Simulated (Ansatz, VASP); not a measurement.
# One calculation of Rb2Re, two programs

```
CELL_PARAMETERS angstrom
6.08470 0.00000 0.00000
-3.04235 5.26950 0.00000
0.00000 0.00000 2.89674
ATOMIC_POSITIONS crystal
Rb 0.33333 0.66667 0.50000
Rb 0.66667 0.33333 0.50000
Re 0.00000 0.00000 0.00000
```

Alike in both runs: task relaxation of cell and atoms; functional PBE; k mesh 3 × 3 × 6; occupations gaussian, width 0.1 eV; no spin polarisation.

|  | VASP | Ansatz |
| --- | --- | --- |
| version | VASP 6.6.1 | Ansatz 0.2.0 |
| potentials or method | VASP PAW PBE potentials, release 64 (Rb_sv, Re), cutoff 600 eV | scalar-relativistic, plane waves, PAW |
| valence electrons in the cell | 25 | 33 |

Ansatz gave:

```
gap on the k mesh at the Fermi level, each at its own relaxed structure (eV) : none
relaxed volume (Å³/atom)                                                     : 31.69
relaxed cell length with the largest relative difference (Å)                 : 2.848
```

Problem. Which values does VASP return?

Solution. gap on the k mesh at the Fermi level, each at its own relaxed structure (eV): none; relaxed volume (Å³/atom): 31.70; relaxed cell length with the largest relative difference (Å): 2.857.

A gap of «none» marks a metal or a gap that the smearing closes. VASP's potentials hold 25 valence electrons a cell and Ansatz's 33, so a difference there can come from the potentials and not from the codes.

The k mesh is coarse, so the values compare programs but aren't converged. Neither program's run includes spin-orbit coupling.
